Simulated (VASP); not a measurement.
Input of a VASP 6.6.1 run:

INCAR

```
ALGO = Normal
EDIFF = 1E-6
ENCUT = 520
GGA = PE
ISIF = 2
ISMEAR = 0
LASPH = True
LCHARG = False
LREAL = False
LWAVE = False
NBANDS = 26
NELM = 100
PREC = Accurate
SIGMA = 0.1
```

The input KPOINTS:

```
k-points
0
Gamma
  6 6 12
```

File POSCAR:

```
BAs
1.0
    5.8270929135      0.0000000000      0.0000000000
    0.0000000000      5.8270929135      0.0000000000
    0.0000000000      0.0000000000      3.2927425329
B As
4 4
Direct
    0.6714871565      0.6714871565      0.5000000000
    0.1714871565      0.8285128435      0.2500000000
    0.3285128435      0.3285128435      0.0000000000
    0.8285128435      0.1714871565      0.7500000000
    0.8261163289      0.8261163289      0.0000000000
    0.3261163289      0.6738836711      0.7500000000
    0.1738836711      0.1738836711      0.5000000000
    0.6738836711      0.3261163289      0.2500000000
```

Potentials or basis: VASP PAW PBE potentials, release 64 (B, As).

Run with:

```console
$ cat potpaw_PBE.64/B/POTCAR potpaw_PBE.64/As/POTCAR > POTCAR
$ mpirun -np 1 vasp_std > vasp.out
```

Task: Estimate the pressure.

Result: 0.5 GPa.

Task: Predict the band gap on the k mesh.

Result: Zero (band 16 reaches 6.37 eV, above the bottom of band 17 at 6.28 eV).

Stress tensor (GPa, compression positive):
```
0.44 0.00 0.00
0.00 0.44 0.00
0.00 0.00 0.63
```
